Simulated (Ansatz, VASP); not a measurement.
**GaN: VASP beside Ansatz**

The input INCAR:

```
PREC = Accurate
ENCUT = 520
EDIFF = 1E-6
ISMEAR = 0
SIGMA = 0.05
LREAL = F
LASPH = T
NELM = 100
ALGO = Normal
ISIF = 2
LWAVE = F
LCHARG = F
GGA = PE
NBANDS = 26
```

File KPOINTS:

```
regular mesh
0
Gamma
  12 12 6
```

File POSCAR:

```
GaN
1.0
    3.1701524782      0.0000000000      0.0000000000
   -1.5850762391      2.7454325800      0.0000000000
    0.0000000000      0.0000000000      5.2430304311
Ga N
2 2
Direct
    0.3333333333      0.6666666667      0.9991316867
    0.6666666667      0.3333333333      0.4991316867
    0.3333333333      0.6666666667      0.3758683133
    0.6666666667      0.3333333333      0.8758683133
```

Input for Ansatz:

```yaml
crystal:
  lattice:
    - [3.1701524782, 0.0, 0.0]
    - [-1.5850762391, 2.74543258, 0.0]
    - [0.0, 0.0, 5.2430304311]
  atoms:
    - { symbol: Ga, position: [0.3333333333, 0.6666666667, 0.9991316867] }
    - { symbol: Ga, position: [0.6666666667, 0.3333333333, 0.4991316867] }
    - { symbol: "N", position: [0.3333333333, 0.6666666667, 0.3758683133] }
    - { symbol: "N", position: [0.6666666667, 0.3333333333, 0.8758683133] }
basis:
  ecutwfc: 420
kpoints:
  mp_grid: { grid: [12, 12, 6] }
hamiltonian:
  xc: pbe
scf:
  occupations: { method: gaussian, width: 0.05 }
output:
  forces: true
  stress: true
  eigenvalues: true
  write_density: true
  write_potential: true
  elf: true
  volumetric_format: npy
```

Change from the starting cell: strain -0.015 along x and y, +0.000 along z, atoms carried along.

Alike in both runs: task single point; functional PBE; k mesh 12 × 12 × 6; occupations gaussian, width 0.05 eV; no spin polarisation.

|  | VASP | Ansatz |
| --- | --- | --- |
| version | VASP 6.6.1 | Ansatz 0.2.0 |
| potentials or method | VASP PAW PBE potentials, release 64 (Ga_d, N), cutoff 520 eV | scalar-relativistic, plane waves, PAW |
| valence electrons in the cell | 36 | 36 |

VASP gave:

```
gap on the k mesh at the Fermi level (eV)                     : 1.88
least direct gap on the mesh (eV)                             : 1.88
pressure (GPa)                                                : 5.7
traceless stress, the component that is largest in VASP (GPa) : -3.80
rms of the force components (eV/Å)                            : 0.087
```

Question: Estimate Ansatz's values.

Answer: gap on the k mesh at the Fermi level (eV): 1.87; least direct gap on the mesh (eV): 1.87; pressure (GPa): 5.7; traceless stress, the component that is largest in VASP (GPa): -3.84; rms of the force components (eV/Å): 0.089.

Atom by atom the forces differ by 0.002 eV/Å (rms over components). The functional is the same, so the differences come from potentials, cutoffs and numerics.
